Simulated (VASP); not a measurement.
A run of VASP 6.6.1:

INCAR

```
SYSTEM = Be
PREC = Accurate
ENCUT = 600
EDIFF = 1E-6
ISMEAR = -1
SIGMA = 0.05
LREAL = .FALSE.
LASPH = .TRUE.
NELM = 100
ALGO = Normal
ISIF = 3
LWAVE = .FALSE.
LCHARG = .FALSE.
GGA = PE
IBRION = 2
NSW = 60
EDIFFG = -0.005
PSTRESS = 690.0
```

Contents of KPOINTS:

```
Automatic mesh
0
G
  24 24 24
  0 0 0
```

The input POSCAR:

```
Be
1.0
   -1.1234563471      1.1234563471      1.1234563471
    1.1234563471     -1.1234563471      1.1234563471
    1.1234563471      1.1234563471     -1.1234563471
Be
1
Direct
    0.0000000000      0.0000000000      0.0000000000
```

Potentials or basis: VASP PAW PBE potentials, release 64 (Be).

Launch:

```sh
$ cat potpaw_PBE.64/Be/POTCAR > POTCAR
$ mpirun -np 1 vasp_std > vasp.out
```

Hardware: 1 thread of Intel Xeon 8259CL, on a shared host.

**Question.** Estimate the wall time of this run.

**Answer.** Run time: 7.2 s on 1 thread of Intel Xeon 8259CL (shared host), peak memory 0.12 GiB. Counts: scf iterations 14, k points 413, ion steps 3.
